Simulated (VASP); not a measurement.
# SnO2: single point with r2SCAN

Crystal: SnO2.

```
CELL_PARAMETERS angstrom
4.75920 0.00000 0.00000
0.00000 4.75920 0.00000
0.14406 0.00000 3.20127
ATOMIC_POSITIONS crystal
Sn 0.50000 0.50000 0.50000
Sn 0.00000 0.00000 0.00000
O 0.19512 0.80678 0.49439
O 0.80488 0.19322 0.50561
O 0.30488 0.30678 0.00561
O 0.69512 0.69322 0.99439
```

This cell differs from its parent crystal: shear of c along a, cell held: +4.5 %, then relaxed in part.

```yaml
Program: VASP 6.6.1
Task: single point
Functional: r2SCAN
Potentials_or_basis: VASP PAW PBE potentials, release 64 (Sn_d, O)
Cutoff: 520 eV
k_mesh: 6 × 6 × 8
Occupations: gaussian, width 0.02 eV
Spin: no spin polarisation
```

```yaml
Pressure: 1.1 GPa
Largest_force: 0.031 eV/Å
Band_gap_on_the_k_mesh: 1.77 eV
```

Forces on the atoms (eV/Å):
```
Sn   0.000  0.000  0.000
Sn   0.000  0.000  0.000
O    0.022 -0.018 -0.013
O   -0.022  0.018  0.013
O   -0.022 -0.018  0.013
O    0.022  0.018 -0.013
```

Stress tensor (GPa, compression positive):
```
 0.92  0.00 -4.56
 0.00  1.12  0.00
-4.56  0.00  1.36
```

Levels at points of the mesh, in eV from the valence-band top:
| k point | band 22 | band 23 | band 24 | band 25 | band 26 | band 27 | band 28 | band 29 | band 30 | band 31 |
| --- | --- | --- | --- | --- | --- | --- | --- | --- | --- | --- |
| (0.00, 0.00, 0.00) | -1.25 | -1.23 | -0.79 | -0.77 | 0.00 | 1.77 | 6.79 | 6.97 | 7.01 | 11.10 |
| (0.50, 0.00, 0.00) | -1.98 | -1.19 | -1.19 | -0.62 | -0.62 | 4.96 | 4.96 | 7.75 | 7.75 | 11.82 |
| (0.00, 0.50, 0.00) | -2.00 | -1.21 | -1.21 | -0.61 | -0.61 | 4.97 | 4.97 | 7.78 | 7.78 | 11.84 |
| (0.50, 0.50, 0.00) | -1.96 | -1.32 | -1.32 | -0.93 | -0.93 | 5.41 | 5.41 | 8.16 | 8.16 | 11.89 |
| (0.00, 0.00, 0.50) | -2.60 | -1.69 | -1.69 | -1.27 | -1.27 | 6.84 | 6.84 | 10.42 | 10.42 | 11.49 |
| (0.50, 0.00, 0.50) | -1.74 | -1.28 | -0.95 | -0.82 | -0.57 | 6.99 | 7.25 | 8.62 | 9.06 | 11.82 |
| (0.00, 0.50, 0.50) | -1.73 | -1.13 | -1.13 | -0.69 | -0.69 | 7.11 | 7.11 | 8.80 | 8.80 | 11.87 |
| (0.50, 0.50, 0.50) | -2.32 | -1.02 | -1.02 | -0.80 | -0.80 | 5.50 | 5.50 | 9.60 | 9.60 | 11.81 |

Run time: 10 min on 1 thread of Intel Xeon 8259CL, with other jobs on the host, peak memory 0.32 GiB.

Caveat: the cell differs from its parent crystal (shear of c along a, cell held: +4.5 %, then relaxed in part); the PAW data sets were made with another functional, which shifts forces and pressure a little; spin-orbit coupling is left out, which moves the levels of the heavy elements.
